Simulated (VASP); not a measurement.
# Ta (I4/mmm) in VASP: single point with r2SCAN

Aim: the single point of Ta with r2SCAN.

All numbers are computed with VASP 6.6.1; they aren't measurements. Logs are shortened: lines on timing, memory, paths and dates and some standing lists are left out, and cuts for length are marked.

### Step 1. The cell of the first run

The structure is tetragonal, space group I4/mmm (No. 139). The conventional cell has a = 2.885 Å, b = 2.885 Å, c = 4.328 Å, α = 90.00°, β = 90.00°, γ = 90.00°. Within 3.8 Å of Ta (site symmetry 4/mmm) lie 12 Ta at 2.89 to 2.97 Å.

### Step 2. Single point, r2SCAN

The input, POSCAR:

```
Ta
1.0
   -1.4425259498      1.4425259498      2.1637889247
    1.4425259498     -1.4425259498      2.1637889247
    1.4425259498      1.4425259498     -2.1637889247
Ta
1
Direct
    0.0000000000      0.0000000000      0.0000000000
```

The input, INCAR.step1:

```
ALGO = Normal
EDIFF = 1E-4
ENCUT = 520
GGA = PE
ISMEAR = 0
LASPH = True
LCHARG = False
LREAL = False
LWAVE = True
NBANDS = 12
NELM = 60
PREC = Accurate
SIGMA = 0.15
```

The input, INCAR.step2:

```
ALGO = Normal
EDIFF = 1E-6
ENCUT = 520
ISIF = 2
ISMEAR = 0
ISTART = 1
LASPH = True
LCHARG = True
LELF = True
LMIXTAU = True
LREAL = False
LVHAR = True
LWAVE = False
METAGGA = R2SCAN
NBANDS = 12
NELM = 60
PREC = Accurate
SIGMA = 0.15
```

The input, KPOINTS:

```
k-points
0
Gamma
  22 22 22
```

Potentials or basis: VASP PAW PBE potentials, release 64 (Ta_pv).

The run is started by

```console
$ cat potpaw_PBE.64/Ta_pv/POTCAR > POTCAR
$ cp INCAR.step1 INCAR
$ mpirun -np 1 vasp_std > vasp.out
$ cp INCAR.step2 INCAR
$ mpirun -np 1 vasp_std > vasp.out
```

OUTCAR:

```text
EDIFF = 1E-6
   ENCUT = 520
   ISIF = 2
   ISMEAR = 0
   ISTART = 1
   LASPH = True
   LREAL = False
   METAGGA = R2SCAN
   NELM = 60
   PREC = Accurate

 ion  position               nearest neighbor table
   1  0.000  0.000  0.000-

  LATTYP: Found a body centered tetragonal cell.
 ALAT       =     2.8850518996
 C/A-ratio  =     1.5000000000

  Lattice vectors:

 A1 = (  -1.4425259498,   1.4425259498,   2.1637889247)
 A2 = (   1.4425259498,  -1.4425259498,   2.1637889247)
 A3 = (   1.4425259498,   1.4425259498,  -2.1637889247)

Analysis of symmetry for initial positions (statically):
=====================================================================
 Subroutine PRICEL returns:
 Original cell was already a primitive cell.

 Routine SETGRP: Setting up the symmetry group for a
 body centered tetragonal supercell.

 Subroutine GETGRP returns: Found 16 space group operations
 (whereof 16 operations were pure point group operations)
 out of a pool of 16 trial point group operations.

The static configuration has the point symmetry D_4h.

Analysis of symmetry for dynamics (positions and initial velocities):
=====================================================================
 Subroutine PRICEL returns:
 Original cell was already a primitive cell.

 Routine SETGRP: Setting up the symmetry group for a
 body centered tetragonal supercell.

 Subroutine GETGRP returns: Found 16 space group operations
 (whereof 16 operations were pure point group operations)
 out of a pool of 16 trial point group operations.

The dynamic configuration has the point symmetry D_4h.

 Subroutine INISYM returns: Found 16 space group operations
 (whereof 16 operations are pure point group operations),
 and found     1 'primitive' translations

----------------------------------------------------------------------------------------

                                     Primitive cell

  volume of cell :      18.0104

  direct lattice vectors                    reciprocal lattice vectors
    -1.442525950  1.442525950  2.163788925     0.000000000  0.346614215  0.231076143
     1.442525950 -1.442525950  2.163788925     0.346614215  0.000000000  0.231076143
     1.442525950  1.442525950 -2.163788925     0.346614215  0.346614215  0.000000000

  length of vectors
     2.973843429  2.973843429  2.973843429     0.416578442  0.416578442  0.490186524

  position of ions in fractional coordinates (direct lattice)
     0.000000000  0.000000000  0.000000000

  ion indices of the primitive-cell ions
   primitive index   ion index
                 1           1

----------------------------------------------------------------------------------------

 KPOINTS: k-points

Automatic generation of k-mesh.
 Grid dimensions read from file:
 generate k-points for:   22   22   22

 Generating k-lattice:

  Cartesian coordinates                     Fractional coordinates (reciprocal lattice)
     0.000000000  0.015755192  0.010503461     0.045454545  0.000000000  0.000000000
     0.015755192  0.000000000  0.010503461     0.000000000  0.045454545  0.000000000
     0.015755192  0.015755192  0.000000000     0.000000000  0.000000000  0.045454545

  Length of vectors
     0.018935384  0.018935384  0.022281206

  Shift w.r.t. Gamma in fractional coordinates (k-lattice)
     0.000000000  0.000000000  0.000000000

 Subroutine IBZKPT returns following result:
 ===========================================

 Found    834 irreducible k-points:

 Following reciprocal coordinates:
            Coordinates               Weight
  0.000000  0.000000  0.000000      1.000000
  0.045455  0.000000 -0.000000      8.000000
  0.090909  0.000000 -0.000000      8.000000
  0.136364  0.000000 -0.000000      8.000000
  0.181818  0.000000  0.000000      8.000000
  0.227273  0.000000 -0.000000      8.000000
[... 16 lines left out ...]
  0.500000  0.045455 -0.000000     16.000000
 -0.454545  0.045455  0.000000     16.000000
 [... further k-points ...]
   k-points           NKPTS =    834   k-points in BZ     NKDIM =    834   number of bands    NBANDS=     12
   number of dos      NEDOS =    301   number of ions     NIONS =      1
   total plane-waves  NPLWV =  13824
   dimension x,y,z NGX =    24 NGY =   24 NGZ =   24
   dimension x,y,z NGXF=    48 NGYF=   48 NGZF=   48
   ions per type =               1
   NGX,Y,Z   is equivalent  to a cutoff of  13.42, 13.42, 13.42 a.u.
   NGXF,Y,Z  is equivalent  to a cutoff of  26.83, 26.83, 26.83 a.u.
 SYSTEM =  unknown system
   PREC   = accura    normal or accurate (medium, high low for compatibility)
   ISTART =      1    job   : 0-new  1-cont  2-samecut
   ICHARG =      0    charge: 1-file 2-atom 10-const
   ISPIN  =      1    spin polarized calculation?
   LNONCOLLINEAR =      F non collinear calculations
   LSORBIT =      F    spin-orbit coupling
   LASPH  =      T    aspherical Exc in radial PAW
   ENCUT  =  520.0 eV  38.22 Ry    6.18 a.u.   5.53  5.53  5.53*2*pi/ulx,y,z
   NELM   =     60;   NELMIN=  2; NELMDL=  0     # of ELM steps
   EDIFF  = 0.1E-05   stopping-criterion for ELM
   LREAL  =      F    real-space projection
   EDIFFG = 0.1E-04   stopping-criterion for IOM
   NSW    =      0    number of steps for IOM
   IBRION =     -1    ionic relax: 0-MD 1-quasi-New 2-CG
   NFREE  =      0    steps in history (QN), initial steepest desc. (CG)
   ISIF   =      2    stress and relaxation
   ISYM   =      2    0-nonsym 1-usesym 2-fastsym
   POTIM  = 0.5000    time-step for ionic-motion
   TEBEG  =    0.0;   TEEND  =   0.0 temperature during run
   PSTRESS=    0.0 pullay stress
   NELECT =      11.0000    total number of electrons
   NUPDOWN=      -1.0000    fix difference up-down
   EMIN   =  10.00;   EMAX   =-10.00  energy-range for DOS
   EFERMI =   0.00;   METHOD = LEGACY
   ISMEAR =     0;   SIGMA  =   0.15  broadening in eV -4-tet -1-fermi 0-gaus
   EFERMI_NEDOS =   21; number of points for ismear=-14 and -15
   IALGO  =     38    algorithm
   IMIX   =      4    mixing-type and parameters
     AMIX     =   0.40;   BMIX     =  1.00
     AMIX_MAG =   1.60;   BMIX_MAG =  1.00
  volume/ion in A,a.u.               =      18.01       121.54
  Fermi-wavevector in a.u.,A,eV,Ry     =   1.388988  2.624806 26.249534  1.929286
  Thomas-Fermi vector in A             =   2.513061
   LORBIT       =      0    0 simple, 1 ext, 2 COOP (PROOUT), +10 PAW based schemes
   METAGGA = R2SCAN    functional components
   LHFCALC =     F    Hartree Fock is set to
   AEXX    =    0.0000 exact exchange contribution
   IVDW    =     0    specifies the selected vdW correction
   LEPSILON=     F    determine dielectric tensor
   LRPA    =     F    only Hartree local field effects (RPA)
 non-spin polarized calculation
 Gauss-broadening in eV      SIGMA  =   0.15
  energy-cutoff  :      520.00
  volume of cell :       18.01
 maximum number of plane-waves:       505
 NGX is ok and might be reduce to    24
   NGX = 11   NGY = 11   NGZ = 11

 number of electron      11.0000000 magnetization

 Free energy of the ion-electron system (eV)
  ---------------------------------------------------
  ext. energy  EPLUGINS =         0.00000000
  ---------------------------------------------------
  free energy    TOTEN  =       -48.34741780 eV

  energy without entropy =      -48.33395000  energy(sigma->0) =      -48.34068390

 E-fermi :   5.7186     XC(G=0): -13.7647

 val. band max:        5.7173619499   @ k =  -0.4091   0.1818   0.0455
 cond. band min:       5.7195531689   @ k =  -0.0909   0.3182   0.0909
 fundamental gap:      0.0021912189
 Fermi energy:         5.7186403630

 k-point     1 :       0.0000    0.0000    0.0000
  band No.  band energies     occupation
      1     -28.9159      2.00000
      2     -28.8955      2.00000
      3     -28.8955      2.00000
      4      -2.9987      2.00000
      5       5.6704      1.35070
      6       6.5731      0.00000
      7       6.5731      0.00000
      8       8.9924      0.00000
      9      10.2751      0.00000
     10      17.3815      0.00000
     11      18.9391      0.00000
     12      23.0990      0.00000

 k-point     2 :       0.0455    0.0000   -0.0000
  band No.  band energies     occupation
      1     -28.9327      2.00000
      2     -28.9103      2.00000
      3     -28.8978      2.00000
      4      -2.9069      2.00000
      5       5.6806      1.27984
      6       6.5186      0.00000
      7       6.6176      0.00000
      8       8.9600      0.00000
      9      10.2169      0.00000
     10      17.3814      0.00000
     11      19.1364      0.00000
     12      23.0957      0.00000

 k-point     3 :       0.0909    0.0000   -0.0000
  band No.  band energies     occupation
      1     -29.0081      2.00000
      2     -28.9263      2.00000
      3     -28.9045      2.00000
      4      -2.6376      2.00000
      5       5.6643      1.39147
      6       6.4124      0.00000
      7       6.7430      0.00000
      8       8.8871      0.00000
      9      10.0632      0.00000
     10      17.3813      0.00000
     11      19.6844      0.00000
     12      22.6858      0.00000
[... 286 lines left out ...]
 k-point    23 :       0.5000    0.0455   -0.0000
  band No.  band energies     occupation
      1     -30.1280      2.00000
      2     -29.1240      2.00000
      3     -29.0231      2.00000
      4       0.8143      2.00000
      5       5.6200      1.64781
      6       6.1078      0.00024
      7       6.6577      0.00000
      8      11.9512      0.00000
      9      12.3370      0.00000
     10      16.8997      0.00000
     11      17.4055      0.00000
     12      18.6734      0.00000

 k-point    24 :      -0.4545    0.0455    0.0000
  band No.  band energies     occupation
      1     -30.0927      2.00000
      2     -29.1185      2.00000
      3     -29.0173      2.00000
      4       0.7786      2.00000
      5       5.6943      1.18131
      6       5.9198      0.05784
      7       6.6099      0.00000
      8      11.6635      0.00000
      9      12.1624      0.00000
     10      17.0794      0.00000
     11      17.4111      0.00000
     12      19.1392      0.00000

 [... further k-points ...]

------------------------ aborting loop because EDIFF is reached ----------------------------------------

  FORCE on cell =-STRESS in cart. coord.  units (eV):
  Direction    XX          YY          ZZ          XY          YZ          ZX
  --------------------------------------------------------------------------------------
  -------------------------------------------------------------------------------------
  Total        0.5011839      0.5011839      1.3350220      0.0000000     -0.0000000      0.0000000
  in kB       44.5846720     44.5846720    118.7618227      0.0000000     -0.0000000      0.0000000
  external PRESSURE =      69.3103889 kB  Pullay stress =       0.0000000 kB

 VOLUME and BASIS-vectors are now :
 -----------------------------------------------------------------------------
  energy-cutoff  :      520.00
  volume of cell :       18.01
      direct lattice vectors                 reciprocal lattice vectors
    -1.442525950  1.442525950  2.163788925     0.000000000  0.346614215  0.231076143
     1.442525950 -1.442525950  2.163788925     0.346614215  0.000000000  0.231076143
     1.442525950  1.442525950 -2.163788925     0.346614215  0.346614215  0.000000000

 POSITION                                       TOTAL-FORCE (eV/Angst)
 -----------------------------------------------------------------------------------
      0.00000      0.00000      0.00000         0.000000      0.000000      0.000000
 -----------------------------------------------------------------------------------
    total drift:                               -0.000000      0.000000      0.000000

  FREE ENERGIE OF THE ION-ELECTRON SYSTEM (eV)
  ---------------------------------------------------
  free  energy   TOTEN  =       -48.3474178001 eV

  energy  without entropy=      -48.3339500047  energy(sigma->0) =      -48.34068390
```

Run time: 17 min. Hardware: 1 thread of AMD EPYC 7R13, shared host; peak memory 0.26 GiB.

What came out:

```yaml
Free_energy: -48.3474 eV
Pressure: 6.9 GPa
Band_gap_on_the_k_mesh: zero (an odd number of electrons rules out a gap without spin polarisation)
```

Levels at points of the mesh, in eV from the Fermi level:
| k point | band 1 | band 2 | band 3 | band 4 | band 5 | band 6 | band 7 | band 8 | band 9 | band 10 |
| --- | --- | --- | --- | --- | --- | --- | --- | --- | --- | --- |
| (0.00, 0.00, 0.00) | -34.63 | -34.61 | -34.61 | -8.72 | -0.05 | 0.85 | 0.85 | 3.27 | 4.56 | 11.66 |
| (0.50, 0.00, 0.00) | -35.86 | -34.84 | -34.73 | -4.99 | -0.12 | 0.68 | 0.82 | 6.18 | 6.60 | 11.24 |
| (0.50, 0.50, 0.00) | -35.78 | -35.18 | -35.03 | -4.74 | -3.72 | 3.53 | 6.33 | 6.61 | 7.53 | 11.31 |
| (0.50, 0.50, 0.50) | -35.76 | -34.98 | -34.98 | -4.85 | -3.64 | 2.38 | 6.58 | 7.07 | 7.07 | 11.65 |

Caveat: the stress differs along the axes, from 4 to 12 GPa; the PAW data sets were made with another functional, which shifts forces and pressure a little; spin-orbit coupling is left out, which moves the levels of the heavy elements.
